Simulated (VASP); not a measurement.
A run of VASP 6.6.1:

Contents of INCAR:

```
ALGO = Fast
EDIFF = 1E-7
ENCUT = 520
GGA = PE
ISIF = 2
ISMEAR = 0
LASPH = T
LCHARG = F
LREAL = F
LWAVE = F
NBANDS = 13
NELM = 100
PREC = Accurate
SIGMA = 0.15
```

The input KPOINTS:

```
k-points
0
Gamma
  20 20 20
```

POSCAR

```
Mo
1.0
   -1.3142015537      1.7882717348      1.6382285225
    1.3142015537     -1.7882717348      1.6382285225
    1.3142015537      1.7882717348     -1.6382285225
Mo
1
Direct
    0.0000000000      0.0000000000      0.0000000000
```

Potentials or basis: VASP PAW PBE potentials, release 64 (Mo_sv).

The run is started by

```sh
$ cat potpaw_PBE.64/Mo_sv/POTCAR > POTCAR
$ mpirun -np 1 vasp_std > vasp.out
```

Hardware: 1 thread of AMD EPYC 7R43 64-Core Processor (Zen 3), with other jobs on the host.

Estimate the wall time of this run.

Run time: 6.7 min on 1 thread of AMD EPYC 7R43 64-Core Processor (Zen 3), on a shared host, peak memory 0.29 GiB. Counts: scf iterations 14, k points 1166.
